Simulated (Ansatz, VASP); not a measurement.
## NaH in VASP and in Ansatz

```
Na H
1.0
     2.96755   -1.70710   -0.00638
     2.96755    1.70710   -0.00638
    -1.95903    0.00000    2.79644
Na H
1 1
Direct
  0.99995 0.99995 0.99995
  0.50005 0.50005 0.50005
```

Alike in both runs: functional PBE; k mesh 6 × 6 × 6; occupations gaussian, width 0.1 eV; no spin polarisation.

Ansatz relaxed the structure, and its values are those at the end. VASP's run is a single point on that final structure, the one shown.

|  | VASP | Ansatz |
| --- | --- | --- |
| version | VASP 6.6.1 | Ansatz 0.2.0 |
| potentials or method | VASP PAW PBE potentials, release 64 (Na_pv, H), cutoff 500 eV | scalar-relativistic, plane waves, PAW |
| valence electrons in the cell | 8 | 10 |

|  | VASP | Ansatz | Ansatz less VASP |
| --- | --- | --- | --- |
| gap on the k mesh at the Fermi level (eV) | 3.79 | 3.80 | +0.002 |
| least direct gap on the mesh (eV) | 4.61 | 4.61 | +0.005 |
| pressure (GPa) | -0.1 | -0.1 | +0.07 |

VASP's potentials hold 8 valence electrons a cell and Ansatz's 10, so a difference there can come from the potentials and not from the codes.
